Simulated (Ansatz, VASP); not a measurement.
Two plane-wave programs on KMgF3

File INCAR:

```
SYSTEM = KMgF3
PREC     = Accurate       ! precision mode
ENCUT    = 520            ! plane-wave cutoff, eV
EDIFF    = 1E-6           ! SCF threshold, eV
ISMEAR   = 0              ! smearing method
SIGMA    = 0.02           ! smearing width, eV
LREAL    = .FALSE.        ! projectors in reciprocal space
LASPH    = .TRUE.         ! aspherical terms in the spheres
NELM     = 60             ! most SCF steps
ALGO     = Normal         ! electronic algorithm
ISIF     = 2              ! what is computed and relaxed
LWAVE    = .FALSE.        ! write WAVECAR
LCHARG   = .FALSE.        ! write CHGCAR
GGA      = PS             ! functional
NBANDS   = 24             ! bands
```

The input KPOINTS:

```
regular mesh
0
G
  6 6 6
  0 0 0
```

Contents of POSCAR:

```
KMgF3
1.0
    3.9912537769      0.0000000000      0.0000000000
    0.0000000000      3.9912537769      0.0000000000
    0.1197376133      0.0000000000      3.9912537769
K Mg F
1 1 3
Direct
    0.5000000000      0.5000000000      0.5000000000
    0.0000000000      0.0000000000      0.0000000000
    0.0000000000      0.5000000000      0.0000000000
    0.0000000000      0.0000000000      0.5000000000
    0.5000000000      0.0000000000      0.0000000000
```

Input for Ansatz:

```yaml
crystal:
  lattice:
    - [3.9912537769, 0.0, 0.0]
    - [0.0, 3.9912537769, 0.0]
    - [0.1197376133, 0.0, 3.9912537769]
  atoms:
    - { symbol: K, position: [0.5, 0.5, 0.5] }
    - { symbol: Mg, position: [0.0, 0.0, 0.0] }
    - { symbol: F, position: [0.0, 0.5, 0.0] }
    - { symbol: F, position: [0.0, 0.0, 0.5] }
    - { symbol: F, position: [0.5, 0.0, 0.0] }
basis:
  ecutwfc: 420
kpoints:
  mp_grid: { grid: [6, 6, 6] }
hamiltonian:
  xc: pbesol
scf:
  occupations: { method: gaussian, width: 0.02 }
output:
  forces: true
  stress: true
  eigenvalues: true
```

Change from the starting cell: shear of c along a, cell held, atoms relaxed: +3.0 %.

Alike in both runs: task single point; functional PBEsol; k mesh 6 × 6 × 6; occupations gaussian, width 0.02 eV; no spin polarisation.

```csv
,VASP,Ansatz
version,VASP 6.6.1,Ansatz 0.2.0
potentials or method,"VASP PAW PBE potentials, release 64 (K_sv, Mg, F), cutoff 520 eV","scalar-relativistic, plane waves, PAW"
valence electrons in the cell,32,40
```

VASP gave:

- gap on the k mesh at the Fermi level (eV): 7.08
- least direct gap on the mesh (eV): 7.35
- pressure (GPa): -0.4
- traceless stress, the component that is largest in VASP (GPa): -1.38

What did Ansatz give for the same quantities?

gap on the k mesh at the Fermi level (eV): 7.10; least direct gap on the mesh (eV): 7.37; pressure (GPa): 0.0; traceless stress, the component that is largest in VASP (GPa): -1.36.

VASP's potentials were made for PBE, not for PBEsol. VASP's potentials hold 32 valence electrons a cell and Ansatz's 40, so a difference there can come from the potentials and not from the codes.
